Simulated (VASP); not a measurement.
A run of VASP 6.6.1 is set up as follows.

The input INCAR:

```
  PREC = Accurate
  ENCUT = 520
  EDIFF = 1E-7
  ISMEAR = 0
  SIGMA = 0.05
  LREAL = F
  LASPH = T
  NELM = 100
  ALGO = Normal
  ISIF = 2
  LWAVE = F
  LCHARG = T
  GGA = PE
  LELF = T
  LVHAR = T
  NBANDS = 26
```

The input KPOINTS:

```
Automatic mesh
0
Gamma
  12 12 4
```

The input POSCAR:

```
SiC
1.0
    3.0940652517      0.0000000000      0.0000000000
   -1.5470326258      2.6795391090      0.0000000000
    0.0000000000      0.0000000000     10.6694000000
Si C
4 4
Direct
    0.6666666667      0.3333333333      0.9378436843
    0.3333333333      0.6666666667      0.4378436843
    0.0000000000      0.0000000000      0.6878989045
    0.0000000000      0.0000000000      0.1878989045
    0.6666666667      0.3333333333      0.7498087506
    0.3333333333      0.6666666667      0.2498087506
    0.0000000000      0.0000000000      0.5004476606
    0.0000000000      0.0000000000      0.0004476606
```

Potentials or basis: VASP PAW PBE potentials, release 64 (Si, C).

Launch:

```bash
$ cat potpaw_PBE.64/Si/POTCAR potpaw_PBE.64/C/POTCAR > POTCAR
$ mpirun -np 1 vasp_std > vasp.out
```

What does it give for the band gap on the k mesh?

1.96 eV (least direct gap 3.21 eV).

Estimate the pressure.

-9.2 GPa.

Estimate the largest force.

0.225 eV/Å.

Stress tensor (GPa, compression positive):
```
 -1.52   0.00   0.00
  0.00  -1.52   0.00
  0.00   0.00 -24.66
```

Caveat: the stress differs along the axes, from -25 to -2 GPa. A k mesh can miss the band edges.
